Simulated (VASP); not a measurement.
# Sn (P6/mmm) in VASP: further runs

Runs on Sn. Level: LDA. Tasks: single point.

Program: VASP 6.6.1. These are calculated values, not measurements. Logs are shortened: lines on timing, memory, paths and dates and some standing lists are left out, and cuts for length are marked.

### 1 The cell of the first run

The structure is hexagonal, space group P6/mmm (No. 191). Conventional cell: a = 2.505 Å, b = 2.505 Å, c = 2.344 Å, α = 90.00°, β = 90.00°, γ = 120.00°. Sn (site symmetry 6/mmm) has 8 Sn at 2.34 to 2.50 Å within 3.1 Å.

### 2 Single point, LDA

Contents of INCAR:

```
PREC     = Accurate       # precision mode
ENCUT    = 520            # plane-wave cutoff, eV
EDIFF    = 1E-6           # SCF threshold, eV
ISMEAR   = -1             # smearing method
SIGMA    = 0.05           # smearing width, eV
LREAL    = F              # projectors in reciprocal space
LASPH    = T              # aspherical terms in the spheres
NELM     = 100            # most SCF steps
ALGO     = Normal         # electronic algorithm
ISIF     = 2              # what is computed and relaxed
LWAVE    = F              # write WAVECAR
LCHARG   = F              # write CHGCAR
NBANDS   = 13             # bands
```

Contents of KPOINTS:

```
Automatic mesh
0
Gamma
  17 17 16
```

Contents of POSCAR:

```
Sn
1.0
    2.5046174046      0.0000000000      0.0000000000
   -1.2523087023      2.1690622991      0.0000000000
    0.0000000000      0.0000000000      2.3436473192
Sn
1
Direct
    0.0000000000      0.0000000000      0.0000000000
```

Potentials or basis: VASP PAW LDA potentials, release 64 (Sn_d).

On the command line:

```
cat potpaw_LDA.64/Sn_d/POTCAR > POTCAR
mpirun -np 1 vasp_std > vasp.out
```

OUTCAR:

```text
PREC = Accurate
   ENCUT = 520
   EDIFF = 1E-6
   ISMEAR = -1
   LREAL = F
   LASPH = T
   NELM = 100
   ISIF = 2

 ion  position               nearest neighbor table
   1  0.000  0.000  0.000-

  LATTYP: Found a hexagonal cell.
 ALAT       =     2.5046174046
 C/A-ratio  =     0.9357306688

  Lattice vectors:

 A1 = (   2.5046174046,   0.0000000000,   0.0000000000)
 A2 = (  -1.2523087023,   2.1690622991,   0.0000000000)
 A3 = (   0.0000000000,   0.0000000000,   2.3436473192)

Analysis of symmetry for initial positions (statically):
=====================================================================
 Subroutine PRICEL returns:
 Original cell was already a primitive cell.

 Routine SETGRP: Setting up the symmetry group for a
 hexagonal supercell.

 Subroutine GETGRP returns: Found 24 space group operations
 (whereof 24 operations were pure point group operations)
 out of a pool of 24 trial point group operations.

The static configuration has the point symmetry D_6h.

Analysis of symmetry for dynamics (positions and initial velocities):
=====================================================================
 Subroutine PRICEL returns:
 Original cell was already a primitive cell.

 Routine SETGRP: Setting up the symmetry group for a
 hexagonal supercell.

 Subroutine GETGRP returns: Found 24 space group operations
 (whereof 24 operations were pure point group operations)
 out of a pool of 24 trial point group operations.

The dynamic configuration has the point symmetry D_6h.

 Subroutine INISYM returns: Found 24 space group operations
 (whereof 24 operations are pure point group operations),
 and found     1 'primitive' translations

----------------------------------------------------------------------------------------

                                     Primitive cell

  volume of cell :      12.7323

  direct lattice vectors                    reciprocal lattice vectors
     2.504617405  0.000000000  0.000000000     0.399262577  0.230514356  0.000000000
    -1.252308702  2.169062299  0.000000000     0.000000000  0.461028713  0.000000000
     0.000000000  0.000000000  2.343647319     0.000000000  0.000000000  0.426685360

  length of vectors
     2.504617405  2.504617405  2.343647319     0.461028713  0.461028713  0.426685360

  position of ions in fractional coordinates (direct lattice)
     0.000000000  0.000000000  0.000000000
[... 81 lines left out ...]
   NFREE  =      0    steps in history (QN), initial steepest desc. (CG)
   ISIF   =      2    stress and relaxation
   ISYM   =      2    0-nonsym 1-usesym 2-fastsym
   POTIM  = 0.5000    time-step for ionic-motion
   TEBEG  =    0.0;   TEEND  =   0.0 temperature during run
   PSTRESS=    0.0 pullay stress
   NELECT =      14.0000    total number of electrons
   NUPDOWN=      -1.0000    fix difference up-down
   EMIN   =  10.00;   EMAX   =-10.00  energy-range for DOS
   EFERMI =   0.00;   METHOD = LEGACY
   ISMEAR =    -1;   SIGMA  =   0.05  broadening in eV -4-tet -1-fermi 0-gaus
   EFERMI_NEDOS =   21; number of points for ismear=-14 and -15
   IALGO  =     38    algorithm
   IMIX   =      4    mixing-type and parameters
     AMIX     =   0.40;   BMIX     =  1.00
     AMIX_MAG =   1.60;   BMIX_MAG =  1.00
  volume/ion in A,a.u.               =      12.73        85.92
  Fermi-wavevector in a.u.,A,eV,Ry     =   1.689723  3.193114 38.846880  2.855165
  Thomas-Fermi vector in A             =   2.771799
   LORBIT       =      0    0 simple, 1 ext, 2 COOP (PROOUT), +10 PAW based schemes
   GGA     = CA    functional components
   LHFCALC =     F    Hartree Fock is set to
   AEXX    =    0.0000 exact exchange contribution
   IVDW    =     0    specifies the selected vdW correction
   LEPSILON=     F    determine dielectric tensor
   LRPA    =     F    only Hartree local field effects (RPA)
 non-spin polarized calculation
  energy-cutoff  :      520.00
  volume of cell :       12.73
 maximum number of plane-waves:       357
 NGX is ok and might be reduce to    20

 number of electron      14.0000001 magnetization

 Free energy of the ion-electron system (eV)
  ---------------------------------------------------
  ext. energy  EPLUGINS =         0.00000000
  ---------------------------------------------------
  free energy    TOTEN  =         0.62324369 eV

  energy without entropy =        0.62544520  energy(sigma->0) =        0.62434445

 E-fermi :  22.2690     XC(G=0): -14.6674

 val. band max:       22.2423449016   @ k =   0.2353   0.1176   0.1875
 cond. band min:      22.2875798796   @ k =   0.3529   0.1765   0.1875
 fundamental gap:      0.0452349780
 Fermi energy:        22.2690192183

 k-point     1 :       0.0000    0.0000    0.0000
  band No.  band energies     occupation
      1      -3.7114      2.00000
      2      -2.2454      2.00000
      3      -2.2454      2.00000
      4      -0.7027      2.00000
      5      -0.7027      2.00000
      6       2.1409      2.00000
      7      29.5412      0.00000
      8      31.4804      0.00000
      9      34.3504      0.00000
     10      34.3504      0.00000
     11      35.9306      0.00000
     12      39.4282      0.00000
     13      39.4282      0.00000
[... 354 lines left out ...]
  band No.  band energies     occupation
      1      -3.2634      2.00000
      2      -2.5236      2.00000
      3      -1.4251      2.00000
      4      -1.1808      2.00000
      5      -0.8657      2.00000
      6       5.8302      2.00000
      7      22.8658      0.00001
      8      23.4555      0.00000
      9      33.8866      0.00000
     10      35.1823      0.00000
     11      37.2048      0.00000
     12      41.2052      0.00000
     13      45.4355      0.00000

 [... further k-points ...]

------------------------ aborting loop because EDIFF is reached ----------------------------------------

  FORCE on cell =-STRESS in cart. coord.  units (eV):
  Direction    XX          YY          ZZ          XY          YZ          ZX
  --------------------------------------------------------------------------------------
  -------------------------------------------------------------------------------------
  Total       19.2658942     19.2658942     19.3042408      0.0000000     -0.0000000     -0.0000000
  in kB     2424.3430647   2424.3430646   2429.1684391      0.0000000     -0.0000000     -0.0000000
  external PRESSURE =    2425.9515228 kB  Pullay stress =       0.0000000 kB

 VOLUME and BASIS-vectors are now :
 -----------------------------------------------------------------------------
  energy-cutoff  :      520.00
  volume of cell :       12.73
      direct lattice vectors                 reciprocal lattice vectors
     2.504617405  0.000000000  0.000000000     0.399262577  0.230514356  0.000000000
    -1.252308702  2.169062299  0.000000000     0.000000000  0.461028713  0.000000000
     0.000000000  0.000000000  2.343647319     0.000000000  0.000000000  0.426685360

 POSITION                                       TOTAL-FORCE (eV/Angst)
 -----------------------------------------------------------------------------------
      0.00000      0.00000      0.00000        -0.000000      0.000000      0.000000
 -----------------------------------------------------------------------------------
    total drift:                                0.000000      0.000000     -0.000000

  FREE ENERGIE OF THE ION-ELECTRON SYSTEM (eV)
  ---------------------------------------------------
  free  energy   TOTEN  =         0.6232436899 eV

  energy  without entropy=        0.6254452038  energy(sigma->0) =        0.62434445
```

OSZICAR:

```text
N       E                     dE             d eps       ncg     rms          rms(c)
DAV:   1     0.804801824951E+02    0.80480E+02   -0.67137E+03  8435   0.203E+03
DAV:   2     0.420410639678E+01   -0.76276E+02   -0.72989E+02  8382   0.354E+02
DAV:   3     0.340272901524E+00   -0.38638E+01   -0.38503E+01  9141   0.667E+01
DAV:   4     0.287704239143E+00   -0.52569E-01   -0.52559E-01  8907   0.768E+00
DAV:   5     0.286663017448E+00   -0.10412E-02   -0.10412E-02  9347   0.108E+00    0.638E+00
DAV:   6     0.502580312518E+00    0.21592E+00   -0.33767E-02 11931   0.413E+00    0.348E+00
DAV:   7     0.621183821471E+00    0.11860E+00   -0.41559E-02 11592   0.379E+00    0.112E-01
DAV:   8     0.623209526755E+00    0.20257E-02   -0.18839E-03  9555   0.762E-01    0.483E-02
DAV:   9     0.623240165687E+00    0.30639E-04   -0.60546E-05 11159   0.951E-02    0.329E-02
DAV:  10     0.623243493848E+00    0.33282E-05   -0.24428E-06  9741   0.229E-02    0.165E-03
DAV:  11     0.623243689887E+00    0.19604E-06   -0.21543E-07  5306   0.895E-03
   1 F= 0.62324369E+00 E0= 0.62434445E+00  d E =-.220151E-02
```

stdout:

```text
POSCAR found type information on POSCAR Sn
 POSCAR found :  1 types and       1 ions
 scaLAPACK will be used
 LDA part: xc-table for (Slater(with rela. corr.)+CA(PZ))
 , standard interpolation
 POSCAR, INCAR and KPOINTS ok, starting setup
 FFT: planning ... GRIDC
 FFT: planning ... GRID_SOFT
 FFT: planning ... GRID
 WAVECAR not read
 entering main loop
```

Run time: 14 s. Hardware: 1 thread of Intel Xeon 6975P-C (Granite Rapids), shared host; peak memory 0.15 GiB.

What came out:

| Item | Value |
| --- | --- |
| Free energy | 0.6232 eV |
| Pressure | 242.6 GPa |
| Band gap on the k mesh | zero (band 7 reaches 30.06 eV, above the bottom of band 8 at 16.56 eV) |

Stress tensor (GPa, compression positive):
```
242.43   0.00   0.00
  0.00 242.43   0.00
  0.00   0.00 242.92
```

Caveat: spin-orbit coupling is left out, which moves the levels of the heavy elements.

### 3 Single point, LDA

Contents of INCAR:

```
ALGO     = Normal         # electronic algorithm
EDIFF    = 1E-7           # SCF threshold, eV
ENCUT    = 520            # plane-wave cutoff, eV
GGA      = CA             # functional
ISIF     = 2              # what is computed and relaxed
ISMEAR   = -1             # smearing method
LASPH    = T              # aspherical terms in the spheres
LCHARG   = T              # write CHGCAR
LELF     = T              # ELF
LREAL    = F              # projectors in reciprocal space
LVHAR    = T            
LWAVE    = F              # write WAVECAR
NBANDS   = 13             # bands
NELM     = 60             # most SCF steps
PREC     = Accurate       # precision mode
SIGMA    = 0.05           # smearing width, eV
```

Contents of KPOINTS:

```
k-points
0
Gamma
  17 17 16
```

POSCAR is that of step 2.

Potentials or basis: VASP PAW LDA potentials, release 64 (Sn_d).

On the command line:

```
cat potpaw_LDA.64/Sn_d/POTCAR > POTCAR
mpirun -np 1 vasp_std > vasp.out
```

It took 16 s on 1 thread of Intel Xeon 6975P-C (Granite Rapids), shared host; peak memory 0.15 GiB.

The run converged. Its results:

```yaml
Free_energy: 0.6232 eV
Pressure: 242.6 GPa
Band_gap_on_the_k_mesh: zero (band 7 reaches 30.06 eV, above the bottom of band 8 at 16.56 eV)
```

Stress tensor (GPa, compression positive):
```
242.47   0.00   0.00
  0.00 242.47   0.00
  0.00   0.00 242.96
```

Levels at points of the mesh, in eV from the Fermi level:
| k point | band 3 | band 4 | band 5 | band 6 | band 7 | band 8 | band 9 | band 10 | band 11 | band 12 |
| --- | --- | --- | --- | --- | --- | --- | --- | --- | --- | --- |
| (0.00, 0.00, 0.00) | -24.51 | -22.97 | -22.97 | -20.13 | 7.27 | 9.21 | 12.08 | 12.08 | 13.66 | 17.16 |
| (0.00, 0.00, 0.50) | -24.28 | -23.89 | -23.89 | -11.74 | -11.25 | 12.56 | 14.60 | 16.22 | 16.22 | 21.67 |

Caveat: spin-orbit coupling is left out, which moves the levels of the heavy elements.

### 4 Single point, LDA

This run uses another cell than the first one: it holds 3 atoms, not 1.

Contents of INCAR:

```
ALGO = Normal
EDIFF = 1E-6
ENCUT = 520
GGA = CA
ISIF = 2
ISMEAR = -1
LASPH = T
LCHARG = F
LREAL = F
LWAVE = F
NBANDS = 28
NELM = 100
PREC = Accurate
SIGMA = 0.05
```

Contents of KPOINTS:

```
k-points
0
Gamma
  9 9 12
```

Contents of POSCAR:

```
Sn
1.0
    4.1790219720      0.0000000000      0.0000000000
   -2.0895109860      3.6191391908      0.0000000000
    0.0000000000      0.0000000000      2.4848893005
Sn
3
Direct
    0.0000000000      0.0000000000      0.0000000000
    0.3333333333      0.6666666667      0.5000000000
    0.6666666667      0.3333333333      0.5000000000
```

Potentials or basis: VASP PAW LDA potentials, release 64 (Sn_d).

On the command line:

```
cat potpaw_LDA.64/Sn_d/POTCAR > POTCAR
mpirun -np 1 vasp_std > vasp.out
```

OUTCAR:

```text
EDIFF = 1E-6
   ENCUT = 520
   GGA = CA
   ISIF = 2
   ISMEAR = -1
   LASPH = T
   LREAL = F
   NELM = 100
   PREC = Accurate

 ion  position               nearest neighbor table
   1  0.000  0.000  0.000-   2 2.71   3 2.71   2 2.71   3 2.71   3 2.71   3 2.71   2 2.71   2 2.71
                             3 2.71   3 2.71   2 2.71   2 2.71
   2  0.333  0.667  0.500-   3 2.41   3 2.41   3 2.41   1 2.71   1 2.71   1 2.71   1 2.71   1 2.71
                             1 2.71   3 3.46   3 3.46   3 3.46   3 3.46   3 3.46   3 3.46
   3  0.667  0.333  0.500-   2 2.41   2 2.41   2 2.41   1 2.71   1 2.71   1 2.71   1 2.71   1 2.71
                             1 2.71   2 3.46   2 3.46   2 3.46   2 3.46   2 3.46   2 3.46

  LATTYP: Found a hexagonal cell.
 ALAT       =     4.1790219720
 C/A-ratio  =     0.5946102502

  Lattice vectors:

 A1 = (   4.1790219720,   0.0000000000,   0.0000000000)
 A2 = (  -2.0895109860,   3.6191391908,   0.0000000000)
 A3 = (   0.0000000000,   0.0000000000,   2.4848893005)

Analysis of symmetry for initial positions (statically):
=====================================================================
 Subroutine PRICEL returns:
 Original cell was already a primitive cell.

[... 170 lines left out ...]

 E-fermi :  22.0958     XC(G=0): -14.8075

 val. band max:       22.0845150513   @ k =   0.1111  -0.0000   0.1667
 cond. band min:      22.1080473285   @ k =   0.3333  -0.0000   0.0000
 fundamental gap:      0.0235322772
 Fermi energy:        22.0958107301

 k-point     1 :       0.0000    0.0000    0.0000
  band No.  band energies     occupation
      1      -2.7347      2.00000
      2      -1.8772      2.00000
      3      -1.8285      2.00000
      4      -1.6409      2.00000
      5      -1.6409      2.00000
      6      -1.2668      2.00000
[... 733 lines left out ...]
     27      29.8588      0.00000
     28      34.6793      0.00000

 [... further k-points ...]

------------------------ aborting loop because EDIFF is reached ----------------------------------------

  FORCE on cell =-STRESS in cart. coord.  units (eV):
  Direction    XX          YY          ZZ          XY          YZ          ZX
  --------------------------------------------------------------------------------------
  -------------------------------------------------------------------------------------
  Total       56.7890725     56.7890725     56.8249861     -0.0000000     -0.0000000      0.0000000
  in kB     2420.9642211   2420.9642212   2422.4952473     -0.0000000     -0.0000000      0.0000000
  external PRESSURE =    2421.4745632 kB  Pullay stress =       0.0000000 kB

 VOLUME and BASIS-vectors are now :
 -----------------------------------------------------------------------------
  energy-cutoff  :      520.00
  volume of cell :       37.58
      direct lattice vectors                 reciprocal lattice vectors
     4.179021972  0.000000000  0.000000000     0.239290438  0.138154399  0.000000000
    -2.089510986  3.619139191  0.000000000     0.000000000  0.276308798  0.000000000
     0.000000000  0.000000000  2.484889300     0.000000000  0.000000000  0.402432414

 POSITION                                       TOTAL-FORCE (eV/Angst)
 -----------------------------------------------------------------------------------
      0.00000      0.00000      0.00000        -0.000000      0.000000      0.000000
     -0.00000      2.41276      1.24244        -0.000000     -0.000000     -0.000000
      2.08951      1.20638      1.24244         0.000000      0.000000      0.000000
 -----------------------------------------------------------------------------------
    total drift:                               -0.000000      0.000000      0.000000

  FREE ENERGIE OF THE ION-ELECTRON SYSTEM (eV)
  ---------------------------------------------------
  free  energy   TOTEN  =         1.5873737370 eV

  energy  without entropy=        1.5969914427  energy(sigma->0) =        1.59218259
```

OSZICAR:

```text
N       E                     dE             d eps       ncg     rms          rms(c)
DAV:   1     0.373217483529E+03    0.37322E+03   -0.20315E+04  5328   0.297E+03
DAV:   2     0.416577629888E+02   -0.33156E+03   -0.32456E+03  4732   0.538E+02
DAV:   3     0.211259377709E+01   -0.39545E+02   -0.38867E+02  5068   0.175E+02
DAV:   4     0.738366594723E+00   -0.13742E+01   -0.13669E+01  5444   0.356E+01
DAV:   5     0.699503332882E+00   -0.38863E-01   -0.38843E-01  6876   0.527E+00    0.104E+01
DAV:   6     0.127010317156E+01    0.57060E+00   -0.11039E-01  7284   0.619E+00    0.567E+00
DAV:   7     0.158185752391E+01    0.31175E+00   -0.12474E-01  7196   0.514E+00    0.181E-01
DAV:   8     0.158726519912E+01    0.54077E-02   -0.12093E-02  6540   0.182E+00    0.649E-02
DAV:   9     0.158732236778E+01    0.57169E-04   -0.81583E-04  6492   0.384E-01    0.584E-02
DAV:  10     0.158735928520E+01    0.36917E-04   -0.38579E-05  7064   0.907E-02    0.162E-02
DAV:  11     0.158737374023E+01    0.14455E-04   -0.11053E-05  6008   0.590E-02    0.261E-03
DAV:  12     0.158737373698E+01   -0.32487E-08   -0.57812E-07  3188   0.163E-02
   1 F= 0.15873737E+01 E0= 0.15921826E+01  d E =-.961771E-02
```

It took 21 s on 1 thread of Intel Xeon 6975P-C (Granite Rapids), shared host; peak memory 0.17 GiB.

What came out:

```
Free energy            : 1.5874 eV
Pressure               : 242.1 GPa
Band gap on the k mesh : zero (band 21 reaches 25.91 eV, above the bottom of band 22 at 16.71 eV)
```

Stress tensor (GPa, compression positive):
```
242.10   0.00   0.00
  0.00 242.10   0.00
  0.00   0.00 242.25
```

Caveat: spin-orbit coupling is left out, which moves the levels of the heavy elements.
